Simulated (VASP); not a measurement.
Here is a VASP 6.6.1 calculation.

Contents of INCAR:

```
PREC = Accurate
ENCUT = 520
EDIFF = 1E-7
ISMEAR = 0
SIGMA = 0.2
LREAL = F
LASPH = T
NELM = 60
ALGO = Normal
ISIF = 2
LWAVE = F
LCHARG = F
GGA = PE
NBANDS = 20
```

KPOINTS

```
Automatic mesh
0
Gamma
  6 6 6
```

POSCAR

```
SiB6
1.0
    4.1964126451      0.0596500042     -0.0604363470
    0.0602458083      4.1965251736     -0.0632737198
   -0.0608439942     -0.0630553763      4.1962333846
Si B
1 6
Direct
   -0.1294945417     -0.1295972041      0.1294850782
    0.2254083154      0.5291914203      0.4708121837
    0.5292674655      0.2253612822      0.4705126169
    0.8216669273      0.5120306650      0.4880252991
    0.5119099565      0.8215457507      0.4880886388
    0.5118984817      0.5118890384      0.1784421670
    0.5293433955      0.5295790476      0.7746340161
```

Potentials or basis: VASP PAW PBE potentials, release 64 (Si, B).

Launch:

```console
$ cat potpaw_PBE.64/Si/POTCAR potpaw_PBE.64/B/POTCAR > POTCAR
$ mpirun -np 1 vasp_std > vasp.out
```

Q: Predict the largest force.

A: 0.029 eV/Å.

Q: Predict the pressure.

A: 0.1 GPa.

Forces in eV/Å, atoms in the order of the input:
```
Si  -0.013 -0.010  0.011
B   -0.018  0.000 -0.003
B    0.002 -0.016  0.001
B    0.011  0.002 -0.004
B    0.009  0.028 -0.002
B    0.007  0.001 -0.022
B    0.002 -0.005  0.018
```
